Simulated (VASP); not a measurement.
# BAs (I-4m2) in VASP: notebook

BAs is run at these levels: LDA; tasks: single point.

Everything below comes from runs of VASP 6.6.1. Logs are shortened: lines on timing, memory, paths and dates and some standing lists are left out, and cuts for length are marked.

## Step 1: The cell of the first run

Symmetry: I-4m2, No. 119, tetragonal system. Conventional cell: a = 3.513 Å, b = 3.513 Å, c = 4.777 Å, α = 90.00°, β = 90.00°, γ = 90.00°. B (site symmetry -4m2) has 4 As at 2.12 Å within 2.8 Å. Within 2.8 Å of As (site symmetry -4m2) lie 4 B at 2.12 Å.

## Step 2: Single point, LDA (strain +0.040 along x and y, +0.000 along z)

The input, INCAR:

```
SYSTEM = BAs
PREC     = Accurate       ! precision mode
ENCUT    = 520            ! plane-wave cutoff, eV
EDIFF    = 1E-7           ! SCF threshold, eV
ISMEAR   = 0              ! smearing method
SIGMA    = 0.05           ! smearing width, eV
LREAL    = .FALSE.        ! projectors in reciprocal space
LASPH    = .TRUE.         ! aspherical terms in the spheres
NELM     = 80             ! most SCF steps
ALGO     = Normal         ! electronic algorithm
ISIF     = 2              ! what is computed and relaxed
LWAVE    = .FALSE.        ! write WAVECAR
LCHARG   = .FALSE.        ! write CHGCAR
NBANDS   = 11             ! bands
```

The input, KPOINTS:

```
regular mesh
0
G
  10 10 10
  0 0 0
```

The input, POSCAR:

```
BAs
1.0
    0.0000000000      2.4840400000      2.3885000000
    2.4840400000      0.0000000000      2.3885000000
    2.4840400000      2.4840400000      0.0000000000
B As
1 1
Direct
    0.0000000000      0.0000000000      0.0000000000
    0.7500000000      0.7500000000      0.7500000000
```

Potentials or basis: VASP PAW LDA potentials, release 64 (B, As).

The run is started by

```bash
$ cat potpaw_LDA.64/B/POTCAR potpaw_LDA.64/As/POTCAR > POTCAR
$ mpirun -np 1 vasp_std > vasp.out
```

OUTCAR:

```text
SYSTEM = BAs
   PREC = Accurate
   ENCUT = 520
   EDIFF = 1E-7
   ISMEAR = 0
   LREAL = .FALSE.
   LASPH = .TRUE.
   NELM = 80
   ISIF = 2

 ion  position               nearest neighbor table
   1  0.000  0.000  0.000-   2 2.12   2 2.12   2 2.12   2 2.12
   2  0.750  0.750  0.750-   1 2.12   1 2.12   1 2.12   1 2.12

  LATTYP: Found a body centered tetragonal cell.
 ALAT       =     3.5129630575
 C/A-ratio  =     1.3598207331

  Lattice vectors:

 A1 = (   0.0000000000,  -2.4840400000,  -2.3885000000)
 A2 = (   0.0000000000,   2.4840400000,  -2.3885000000)
 A3 = (   2.4840400000,   0.0000000000,   2.3885000000)

Analysis of symmetry for initial positions (statically):
=====================================================================
 Subroutine PRICEL returns:
 Original cell was already a primitive cell.

 Routine SETGRP: Setting up the symmetry group for a
 body centered tetragonal supercell.

 Subroutine GETGRP returns: Found  8 space group operations
 (whereof  8 operations were pure point group operations)
 out of a pool of 16 trial point group operations.

The static configuration has the point symmetry D_2d.

Analysis of symmetry for dynamics (positions and initial velocities):
=====================================================================
 Subroutine PRICEL returns:
 Original cell was already a primitive cell.

 Routine SETGRP: Setting up the symmetry group for a
 body centered tetragonal supercell.

 Subroutine GETGRP returns: Found  8 space group operations
 (whereof  8 operations were pure point group operations)
 out of a pool of 16 trial point group operations.

The dynamic configuration has the point symmetry D_2d.

 Subroutine INISYM returns: Found  8 space group operations
 (whereof  8 operations are pure point group operations),
 and found     1 'primitive' translations

----------------------------------------------------------------------------------------

                                     Primitive cell

  volume of cell :      29.4763

  direct lattice vectors                    reciprocal lattice vectors
     0.000000000  2.484040000  2.388500000    -0.201285003  0.201285003  0.209336404
     2.484040000  0.000000000  2.388500000     0.201285003 -0.201285003  0.209336404
     2.484040000  2.484040000  0.000000000     0.201285003  0.201285003 -0.209336404

  length of vectors
     3.446068335  3.446068335  3.512963057     0.353345490  0.353345490  0.353345490

  position of ions in fractional coordinates (direct lattice)
     0.000000000  0.000000000  0.000000000
     0.750000000  0.750000000  0.750000000

  ion indices of the primitive-cell ions
   primitive index   ion index
                 1           1
                 2           2

----------------------------------------------------------------------------------------

 KPOINTS: regular mesh

Automatic generation of k-mesh.
 Grid dimensions read from file:
 generate k-points for:   10   10   10

 Generating k-lattice:

  Cartesian coordinates                     Fractional coordinates (reciprocal lattice)
    -0.020128500  0.020128500  0.020933640     0.100000000 -0.000000000  0.000000000
     0.020128500 -0.020128500  0.020933640    -0.000000000  0.100000000  0.000000000
     0.020128500  0.020128500 -0.020933640     0.000000000  0.000000000  0.100000000

  Length of vectors
     0.035334549  0.035334549  0.035334549

  Shift w.r.t. Gamma in fractional coordinates (k-lattice)
     0.000000000  0.000000000  0.000000000

 Subroutine IBZKPT returns following result:
 ===========================================

 Found    102 irreducible k-points:

 Following reciprocal coordinates:
            Coordinates               Weight
  0.000000  0.000000  0.000000      1.000000
  0.100000  0.000000  0.000000      8.000000
  0.200000  0.000000  0.000000      8.000000
  0.300000  0.000000  0.000000      8.000000
  0.400000  0.000000  0.000000      8.000000
  0.500000  0.000000  0.000000      4.000000
[... 16 lines left out ...]
  0.300000  0.300000  0.000000      2.000000
  0.400000  0.300000  0.000000      8.000000
 [... further k-points ...]
   k-points           NKPTS =    102   k-points in BZ     NKDIM =    102   number of bands    NBANDS=     11
   number of dos      NEDOS =    301   number of ions     NIONS =      2
   total plane-waves  NPLWV =  21952
   dimension x,y,z NGX =    28 NGY =   28 NGZ =   28
   dimension x,y,z NGXF=    56 NGYF=   56 NGZF=   56
   ions per type =               1   1
   NGX,Y,Z   is equivalent  to a cutoff of  13.51, 13.51, 13.25 a.u.
   NGXF,Y,Z  is equivalent  to a cutoff of  27.02, 27.02, 26.50 a.u.
 SYSTEM =  BAs
   PREC   = accura    normal or accurate (medium, high low for compatibility)
   ISTART =      0    job   : 0-new  1-cont  2-samecut
   ICHARG =      2    charge: 1-file 2-atom 10-const
   ISPIN  =      1    spin polarized calculation?
   LNONCOLLINEAR =      F non collinear calculations
   LSORBIT =      F    spin-orbit coupling
[... 56 lines left out ...]
 fundamental gap:      0.6427944360
 Fermi energy:         5.7614445186

 k-point     1 :       0.0000    0.0000    0.0000
  band No.  band energies     occupation
      1      -9.3882      2.00000
      2       5.1871      2.00000
      3       5.1871      2.00000
      4       5.5320      2.00000
      5       8.2983      0.00000
      6       8.5460      0.00000
      7       8.5460      0.00000
      8       9.0042      0.00000
      9      14.2903      0.00000
     10      17.5136      0.00000
     11      18.4269      0.00000

 k-point     2 :       0.1000    0.0000    0.0000
  band No.  band energies     occupation
      1      -9.2361      2.00000
      2       3.9414      2.00000
      3       4.9040      2.00000
      4       5.1642      2.00000
      5       8.3496      0.00000
      6       8.7935      0.00000
      7       8.8961      0.00000
      8      10.0864      0.00000
      9      14.8815      0.00000
     10      16.6052      0.00000
     11      17.2131      0.00000

 k-point     3 :       0.2000    0.0000    0.0000
  band No.  band energies     occupation
      1      -8.7890      2.00000
      2       1.7196      2.00000
      3       4.3497      2.00000
      4       4.6500      2.00000
      5       8.0578      0.00000
      6       9.4845      0.00000
      7       9.5154      0.00000
      8      11.7982      0.00000
      9      15.7892      0.00000
     10      16.0637      0.00000
     11      16.5686      0.00000

 k-point     4 :       0.3000    0.0000    0.0000
  band No.  band energies     occupation
      1      -8.0863      2.00000
      2      -0.4163      2.00000
      3       3.8483      2.00000
      4       4.2050      2.00000
      5       7.7531      0.00000
      6       9.8396      0.00000
      7       9.9912      0.00000
      8      13.1781      0.00000
      9      15.9092      0.00000
     10      16.6163      0.00000
     11      16.8395      0.00000

 k-point     5 :       0.4000    0.0000    0.0000
  band No.  band energies     occupation
      1      -7.2649      2.00000
      2      -2.1365      2.00000
      3       3.5221      2.00000
      4       3.9219      2.00000
      5       7.5504      0.00000
      6       9.8469      0.00000
      7      10.1441      0.00000
      8      13.7719      0.00000
      9      16.5299      0.00000
     10      17.9751      0.00000
     11      18.1109      0.00000
[... 211 lines left out ...]
 k-point    21 :      -0.3000    0.2000    0.0000
  band No.  band energies     occupation
      1      -7.0992      2.00000
      2      -1.2633      2.00000
      3       1.2001      2.00000
      4       3.2708      2.00000
      5       8.2899      0.00000
      6      10.9627      0.00000
      7      11.2579      0.00000
      8      13.0069      0.00000
      9      15.7042      0.00000
     10      16.4016      0.00000
     11      19.6864      0.00000

 k-point    22 :      -0.2000    0.2000    0.0000
  band No.  band energies     occupation
      1      -7.8766      2.00000
      2       0.1465      2.00000
      3       1.7214      2.00000
      4       3.8903      2.00000
      5       8.6443      0.00000
      6      10.2296      0.00000
      7      11.1539      0.00000
      8      11.8694      0.00000
      9      14.9186      0.00000
     10      17.0605      0.00000
     11      18.4057      0.00000

 k-point    23 :       0.3000    0.3000    0.0000
  band No.  band energies     occupation
      1      -7.5396      2.00000
      2       0.4669      2.00000
      3       2.1833      2.00000
      4       2.1833      2.00000
      5       6.3905      0.00000
      6       8.7657      0.00000
      7      13.2018      0.00000
      8      13.2018      0.00000
      9      15.7856      0.00000
     10      19.5219      0.00000
     11      19.6760      0.00000

 k-point    24 :       0.4000    0.3000    0.0000
  band No.  band energies     occupation
      1      -6.8617      2.00000
      2      -0.7334      2.00000
      3       1.5460      2.00000
      4       1.8901      2.00000
      5       6.6650      0.00000
      6       8.4086      0.00000
      7      13.5569      0.00000
      8      13.7538      0.00000
      9      16.7459      0.00000
     10      20.1598      0.00000
     11      20.4978      0.00000

 [... further k-points ...]
[... 5 lines left out ...]
  --------------------------------------------------------------------------------------
  -------------------------------------------------------------------------------------
  Total       -2.6495009     -2.6495009     -1.3388988      0.0000000      0.0000000      0.0000000
  in kB     -144.0131824   -144.0131824    -72.7756219      0.0000000      0.0000000      0.0000000
  external PRESSURE =    -120.2673289 kB  Pullay stress =       0.0000000 kB

 VOLUME and BASIS-vectors are now :
 -----------------------------------------------------------------------------
  energy-cutoff  :      520.00
  volume of cell :       29.48
      direct lattice vectors                 reciprocal lattice vectors
     0.000000000  2.484040000  2.388500000    -0.201285003  0.201285003  0.209336404
     2.484040000  0.000000000  2.388500000     0.201285003 -0.201285003  0.209336404
     2.484040000  2.484040000  0.000000000     0.201285003  0.201285003 -0.209336404

 POSITION                                       TOTAL-FORCE (eV/Angst)
 -----------------------------------------------------------------------------------
      0.00000      0.00000      0.00000        -0.000000     -0.000000      0.000000
      3.72606      3.72606      3.58275         0.000000      0.000000     -0.000000
 -----------------------------------------------------------------------------------
    total drift:                               -0.000000     -0.000000      0.000000

  FREE ENERGIE OF THE ION-ELECTRON SYSTEM (eV)
  ---------------------------------------------------
  free  energy   TOTEN  =       -12.7945877945 eV

  energy  without entropy=      -12.7945877945  energy(sigma->0) =      -12.79458779
```

Wall time 30 s (1 thread of Intel Xeon Platinum 8259CL at 2.50GHz (Skylake/Cascade Lake), shared host); peak memory 0.16 GiB.

What came out:

| Item | Value |
| --- | --- |
| Free energy | -12.7946 eV |
| Pressure | -12.0 GPa |
| Band gap on the k mesh | 0.64 eV, indirect (least direct gap 2.77 eV) |

Caveat: the cell differs from its parent crystal (strain +0.040 along x and y, +0.000 along z).

## Step 3: Single point, LDA (strain +0.080 along x and y, -0.040 along z)

The input, INCAR:

```
SYSTEM = BAs
PREC     = Accurate       ! precision mode
ENCUT    = 520            ! plane-wave cutoff, eV
EDIFF    = 1E-7           ! SCF threshold, eV
ISMEAR   = 0              ! smearing method
SIGMA    = 0.05           ! smearing width, eV
LREAL    = .False.        ! projectors in reciprocal space
LASPH    = .True.         ! aspherical terms in the spheres
NELM     = 60             ! most SCF steps
ALGO     = Normal         ! electronic algorithm
ISIF     = 2              ! what is computed and relaxed
LWAVE    = .False.        ! write WAVECAR
LCHARG   = .False.        ! write CHGCAR
GGA      = CA             ! functional
NBANDS   = 11             ! bands
```

The input, KPOINTS:

```
Automatic mesh
0
Gamma
  10 10 10
  0 0 0
```

The input, POSCAR:

```
BAs
1.0
    0.0000000000      2.5795800000      2.2929600000
    2.5795800000      0.0000000000      2.2929600000
    2.5795800000      2.5795800000      0.0000000000
B As
1 1
Direct
    0.0000000000      0.0000000000      0.0000000000
    0.7500000000      0.7500000000      0.7500000000
```

Potentials or basis: VASP PAW LDA potentials, release 64 (B, As).

The run is started by

```bash
$ cat potpaw_LDA.64/B/POTCAR potpaw_LDA.64/As/POTCAR > POTCAR
$ mpirun -np 1 vasp_std > vasp.out
```

Run time: 28 s. Hardware: 1 thread of Intel Xeon Platinum 8259CL at 2.50GHz (Skylake/Cascade Lake), shared host; peak memory 0.16 GiB.

Results (log left out):

```
Free energy            : -12.5793 eV
Pressure               : -15.1 GPa
Band gap on the k mesh : zero (band 4 reaches 5.57 eV, above the bottom of band 5 at 5.27 eV)
```

Stress tensor (GPa, compression positive):
```
-21.08   0.00   0.00
  0.00 -21.08   0.00
  0.00   0.00  -3.01
```

Levels at points of the mesh, in eV from the Fermi level:
```csv
k point,band 2,band 3,band 4,band 5,band 6,band 7
"(0.00, 0.00, 0.00)",-0.63,-0.63,0.30,2.38,2.86,3.12
"(0.50, 0.00, 0.00)",-8.27,-2.50,-1.39,1.34,3.89,5.03
"(0.50, 0.50, 0.00)",-7.54,-4.56,-4.56,0.33,0.41,9.91
"(0.50, 0.00, 0.50)",-8.41,-3.62,-3.47,1.57,1.69,8.88
```

Caveat: the cell differs from its parent crystal (strain +0.080 along x and y, -0.040 along z).

## Step 4: Single point, LDA (strain +0.080 along x and y, +0.000 along z)

The input, INCAR:

```
ALGO = Normal
EDIFF = 1E-7
ENCUT = 520
GGA = CA
ISIF = 2
ISMEAR = 0
LASPH = T
LCHARG = F
LREAL = F
LWAVE = F
NBANDS = 11
NELM = 80
PREC = Accurate
SIGMA = 0.05
```

The input, KPOINTS:

```
k-points
0
Gamma
  10 10 10
```

The input, POSCAR:

```
BAs
1.0
    0.0000000000      2.5795800000      2.3885000000
    2.5795800000      0.0000000000      2.3885000000
    2.5795800000      2.5795800000      0.0000000000
B As
1 1
Direct
    0.0000000000      0.0000000000      0.0000000000
    0.7500000000      0.7500000000      0.7500000000
```

The run is started by

```bash
$ cat potpaw_LDA.64/B/POTCAR potpaw_LDA.64/As/POTCAR > POTCAR
$ mpirun -np 1 vasp_std > vasp.out
```

Run time: 29 s. Hardware: 1 thread of Intel Xeon Platinum 8259CL at 2.50GHz (Skylake/Cascade Lake), shared host; peak memory 0.16 GiB.

Results (log left out):

```
Free energy            : -12.5282 eV
Pressure               : -17.9 GPa
Band gap on the k mesh : 0.26 eV, indirect (least direct gap 2.37 eV)
```

Stress tensor (GPa, compression positive):
```
-22.00   0.00   0.00
  0.00 -22.00   0.00
  0.00   0.00  -9.80
```

Levels at points of the mesh, in eV from the valence-band top:
```tsv
k point	band 1	band 2	band 3	band 4	band 5	band 6	band 7	band 8	band 9
(0.00, 0.00, 0.00)	-14.49	-0.62	-0.62	0.00	2.37	2.37	2.84	2.84	8.26
(0.50, 0.00, 0.00)	-12.15	-8.12	-2.34	-1.61	1.26	3.90	4.52	7.94	10.90
(0.50, 0.50, 0.00)	-10.80	-7.67	-4.28	-4.28	0.54	0.63	9.47	9.47	11.29
(0.50, 0.00, 0.50)	-11.26	-8.20	-3.70	-3.60	1.32	1.43	8.86	9.52	10.59
```

Caveat: the cell differs from its parent crystal (strain +0.080 along x and y, +0.000 along z). A k mesh can miss the band edges.

## Step 5: Single point, LDA (strain +0.000 along x and y, -0.080 along z)

The input, INCAR:

```
SYSTEM = BAs
ALGO = Normal ; EDIFF = 1E-6
ENCUT = 600 ; GGA_COMPAT = .False.
ISIF = 2 ; ISMEAR = 0
LASPH = .True. ; LCHARG = .False.
LREAL = .False. ; LWAVE = .False.
NBANDS = 16 ; NELM = 120
PREC = Accurate ; SIGMA = 0.05
```

The input, KPOINTS:

```
k-points
0
Gamma
  10 10 10
  0 0 0
```

The input, POSCAR:

```
BAs
1.0
    0.0000000000      2.3885000000      2.1974200000
    2.3885000000      0.0000000000      2.1974200000
    2.3885000000      2.3885000000      0.0000000000
B As
1 1
Direct
    0.0000000000      0.0000000000      0.0000000000
    0.7500000000      0.7500000000      0.7500000000
```

Potentials or basis: VASP PAW LDA potentials, release 64 (B, As_d).

The run is started by

```bash
$ cat potpaw_LDA.64/B/POTCAR potpaw_LDA.64/As_d/POTCAR > POTCAR
$ mpirun -np 1 vasp_std > vasp.out
```

Run time: 66 s. Hardware: 1 thread of AMD EPYC 7R13 (Zen 3), shared host; peak memory 0.14 GiB.

The run converged. Its results:

- Free energy: -12.8275 eV
- Pressure: 9.9 GPa
- Band gap on the k mesh: zero (band 9 reaches 6.18 eV, above the bottom of band 10 at 5.97 eV)

Stress tensor (GPa, compression positive):
```
 4.66  0.00  0.00
 0.00  4.66  0.00
 0.00  0.00 20.48
```

Levels at points of the mesh, in eV from the Fermi level:
```tsv
k point	band 5	band 6	band 7	band 8	band 9	band 10	band 11	band 12	band 13	band 14
(0.00, 0.00, 0.00)	-36.26	-16.45	-0.56	-0.56	0.21	2.74	3.29	3.29	5.40	9.55
(0.50, 0.00, 0.00)	-36.25	-13.27	-9.66	-2.75	-1.77	2.50	4.16	5.39	8.69	12.56
(0.50, 0.50, 0.00)	-36.25	-11.38	-8.66	-5.26	-5.26	0.25	0.38	11.78	11.78	13.64
(0.50, 0.00, 0.50)	-36.26	-12.13	-9.43	-4.47	-4.34	1.38	1.40	10.89	12.06	12.60
```

Caveat: the cell differs from its parent crystal (strain +0.000 along x and y, -0.080 along z).

## Step 6: Overview

```csv
potentials or basis,cell,cutoff (eV),second run,gap on the mesh (eV),pressure (GPa)
"VASP PAW LDA potentials, release 64 (B, As)","a = 3.446, b = 3.446, c = 3.513 Å, angles 59.4, 59.4, 61.3°, 2 atoms",520,-,0.64,-12.0
"VASP PAW LDA potentials, release 64 (B, As)","a = 3.451, b = 3.451, c = 3.648 Å, angles 58.1, 58.1, 63.8°, 2 atoms",520,-,none,-15.1
"VASP PAW LDA potentials, release 64 (B, As)","a = 3.516, b = 3.516, c = 3.648 Å, angles 58.7, 58.7, 62.5°, 2 atoms",520,-,0.26,-17.9
"VASP PAW LDA potentials, release 64 (B, As_d)","a = 3.246, b = 3.246, c = 3.378 Å, angles 58.6, 58.6, 62.7°, 2 atoms",600,valence_matched,none,9.9
```

Alike in all rows: task single point; level LDA; no spin polarisation; k mesh 10 × 10 × 10; smearing gaussian 0.05 eV.

Total energies depend on the potentials used, so only differences within one code and one set of settings carry meaning.
